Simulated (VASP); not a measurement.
Write the native input for VASP 6.6.1 that does the following.

```
Task                   : single point
Functional             : PBEsol
Potentials or basis    : VASP PAW PBE potentials, release 64 (Nb_sv, H)
Cutoff                 : 500 eV
k mesh                 : 10 × 10 × 10
Occupations            : methfessel-paxton, width 0.1 eV
Spin                   : no spin polarisation
Dipole correction      : no
Further INCAR settings : ALGO = Normal; EDIFF = 1e-06; NBANDS = 14
```

The structure of NbH lies in POSCAR:

```
NbH
1.0
   -1.6588369835      1.6588369835      2.0483544654
    1.6588369835     -1.6588369835      2.0483544654
    1.6588369835      1.6588369835     -2.0483544654
Nb H
1 1
Direct
    0.0000000000      0.0000000000      0.0000000000
    0.5000000000      0.5000000000      0.0000000000
```

These files were run (other wordings do the same):

INCAR

```
SYSTEM = NbH
  PREC = Accurate
  ENCUT = 500
  EDIFF = 1E-6
  ISMEAR = 1
  SIGMA = 0.1
  LREAL = .False.
  LASPH = .True.
  NELM = 120
  ALGO = Normal
  ISIF = 2
  LWAVE = .False.
  LCHARG = .False.
  GGA = PS
  NBANDS = 14
  GGA_COMPAT = .False.
```

KPOINTS

```
regular mesh
0
Gamma
  10 10 10
  0 0 0
```

Potentials or basis: VASP PAW PBE potentials, release 64 (Nb_sv, H).

Command:

```sh
$ cat potpaw_PBE.64/Nb_sv/POTCAR potpaw_PBE.64/H/POTCAR > POTCAR
$ mpirun -np 1 vasp_std > vasp.out
```

It gave:

```json
{
 "Pressure": "-21.7 GPa",
 "Band gap on the k mesh": "zero (band 7 reaches 12.83 eV, above the bottom of band 8 at 9.38 eV)"
}
```

Caveat: the PAW data sets were made with another functional, which shifts forces and pressure a little.

Wall time 30 s on 1 thread of AMD EPYC 7R13 Processor (Zen 3) (shared host), peak memory 0.13 GiB.
